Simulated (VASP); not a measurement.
A run of VASP 6.6.1:

The input POSCAR:

```
BaRe
1.0
    3.7233438108      0.0000000000      0.0000000000
    0.0000000000      3.7233438108      0.0000000000
    0.0000000000      0.0000000000      3.7233438108
Ba Re
1 1
Direct
    0.0000000000      0.0000000000      0.0000000000
    0.5000000000      0.5000000000      0.5000000000
```

The input INCAR.step1:

```
ALGO = Normal
EDIFF = 1E-7
ENCUT = 520
GGA = PE
ISIF = 2
ISMEAR = 0
LASPH = T
LCHARG = T
LMAXMIX = 4
LREAL = F
LWAVE = F
NBANDS = 16
NELM = 100
PREC = Accurate
SIGMA = 0.05
```

Contents of KPOINTS.step1:

```
k-points
0
Gamma
  8 8 8
```

INCAR.step2

```
ALGO = Normal
EDIFF = 1E-7
ENCUT = 520
GGA = PE
ICHARG = 11
ISIF = 2
ISMEAR = -5
LASPH = T
LCHARG = F
LMAXMIX = 4
LORBIT = 11
LREAL = F
LWAVE = F
NBANDS = 16
NEDOS = 2001
NELM = 100
PREC = Accurate
SIGMA = 0.05
```

KPOINTS.step2

```
k-points
0
Gamma
  12 12 12
```

Potentials or basis: VASP PAW PBE potentials, release 64 (Ba_sv, Re).

Run with:

```sh
$ cat potpaw_PBE.64/Ba_sv/POTCAR potpaw_PBE.64/Re/POTCAR > POTCAR
$ cp INCAR.step1 INCAR
$ cp KPOINTS.step1 KPOINTS
$ mpirun -np 1 vasp_std > vasp.out
$ cp INCAR.step2 INCAR
$ cp KPOINTS.step2 KPOINTS
$ mpirun -np 1 vasp_std > vasp.out
```

Hardware: 1 thread of Intel(R) Xeon(R) Platinum 8488C (Sapphire Rapids) (shared host).

Task: Estimate the wall time of this run.

Result: Run time: 37 s on 1 thread of Intel(R) Xeon(R) Platinum 8488C (Sapphire Rapids), on a shared host, peak memory 0.2 GiB. Counts: k points 84.
